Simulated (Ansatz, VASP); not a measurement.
# Si in VASP and in Ansatz

File INCAR:

```
SYSTEM = Si
ALGO = Normal ; EDIFF = 1E-7
ENCUT = 520 ; GGA = CA
ISIF = 2 ; ISMEAR = 0
LASPH = .TRUE. ; LCHARG = .FALSE.
LREAL = .FALSE. ; LWAVE = .FALSE.
NBANDS = 8 ; NELM = 60
PREC = Accurate ; SIGMA = 0.15
```

KPOINTS

```
k-points
0
G
  24 24 20
  0 0 0
```

POSCAR

```
Si
1.0
    2.6205428149      0.0000000000      0.0000000000
   -1.3102714075      2.2694566494      0.0000000000
    0.0000000000      0.0000000000      2.5280132497
Si
1
Direct
    0.0000000000      0.0000000000      0.0000000000
```

Input for Ansatz:

```yaml
crystal:
  lattice:
    - [2.6205428149, 0.0, 0.0]
    - [-1.3102714075, 2.2694566494, 0.0]
    - [0.0, 0.0, 2.5280132497]
  atoms:
    - { symbol: Si, position: [0.0, 0.0, 0.0] }
basis:
  ecutwfc: 420
kpoints:
  mp_grid: { grid: [24, 24, 20] }
hamiltonian:
  xc: lda
scf:
  occupations: { method: gaussian, width: 0.15 }
output:
  forces: true
  stress: true
  eigenvalues: true
```

Change from the starting cell: strain +0.000 along x and y, +0.025 along z, atoms carried along.

Alike in both runs: task single point; functional LDA; k mesh 24 × 24 × 20; occupations gaussian, width 0.15 eV; no spin polarisation.

```csv
,VASP,Ansatz
version,VASP 6.6.1,Ansatz 0.2.0
potentials or method,"VASP PAW LDA potentials, release 64 (Si), cutoff 520 eV","scalar-relativistic, plane waves, PAW"
valence electrons in the cell,4,4
```

|  | VASP | Ansatz | Ansatz less VASP |
| --- | --- | --- | --- |
| gap on the k mesh at the Fermi level (eV) | none | none | - |
| pressure (GPa) | -3.5 | -3.6 | -0.07 |
| traceless stress, the component that is largest in VASP (GPa) | -4.52 | -4.52 | -0.007 |

LDA's correlation is that of Perdew and Zunger in VASP and of Perdew and Wang (1992) in Ansatz. A gap of «none» marks a metal or a gap that the smearing closes.
